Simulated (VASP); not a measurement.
CsPbBr3: relaxation of the atoms with PBEsol

CsPbBr3:

```
Pb Cs Br
1.0
     5.75260    0.00000    0.00000
     0.00000    5.75260    0.00000
     0.00000    0.00000    5.87000
Pb Cs Br
1 1 3
Direct
  0.50000 0.50000 0.50000
  0.00000 0.00000 0.00000
  0.50000 0.50000 0.00000
  0.50000 0.00000 0.50000
  0.00000 0.50000 0.50000
```

```yaml
Program: VASP 6.6.1
Task: relaxation of the atoms
Functional: PBEsol
Potentials_or_basis: VASP PAW PBE potentials, release 64 (Pb_d, Cs_sv, Br)
Cutoff: 450 eV
k_mesh: 4 × 4 × 4
Occupations: fermi-dirac, width 0.05 eV
Spin: no spin polarisation
Dipole_correction: no
Further_INCAR_settings: ALGO = Normal; EDIFF = 1e-07; IBRION = 2; EDIFFG = -0.01; NSW = 60
```

```json
{
  "Pressure after relaxing": "1.1 GPa",
  "Band gap on the k mesh": "1.14 eV"
}
```

Stress tensor (GPa, compression positive):
```
1.51 0.00 0.00
0.00 1.51 0.00
0.00 0.00 0.41
```

Final structure:
```
CELL_PARAMETERS angstrom
5.75260 0.00000 0.00000
0.00000 5.75260 0.00000
0.00000 0.00000 5.87000
ATOMIC_POSITIONS crystal
Pb 0.50000 0.50000 0.50000
Cs 0.00000 0.00000 0.00000
Br 0.50000 0.50000 0.00000
Br 0.50000 0.00000 0.50000
Br 0.00000 0.50000 0.50000
```

Levels at points of the mesh, in eV from the valence-band top:
```tsv
k point	band 18	band 19	band 20	band 21	band 22	band 23	band 24	band 25	band 26
(0.00, 0.00, 0.00)	-2.47	-2.47	-2.34	-2.34	-2.34	2.65	3.69	3.74	4.45
(0.50, 0.00, 0.00)	-2.65	-2.63	-2.47	-2.47	-1.54	2.41	4.19	4.75	4.87
(0.50, 0.50, 0.00)	-2.75	-2.75	-2.54	-1.94	-0.70	1.85	1.85	4.50	4.89
(0.00, 0.00, 0.50)	-2.60	-2.60	-2.47	-2.47	-1.70	2.34	4.12	4.73	4.74
(0.50, 0.00, 0.50)	-2.73	-2.70	-2.55	-1.97	-0.83	1.78	1.92	4.84	4.88
(0.50, 0.50, 0.50)	-2.53	-1.95	-1.95	-1.93	0.00	1.14	1.29	1.29	4.15
```

It took 39 s on 1 thread of Intel(R) Xeon(R) 6975P-C (Granite Rapids), with other jobs on the host, peak memory 0.28 GiB.

Caveat: the PAW data sets were made with another functional, which shifts forces and pressure a little; spin-orbit coupling is left out, which moves the levels of the heavy elements. PBEsol gaps usually lie below the measured ones, often by a third to a half.
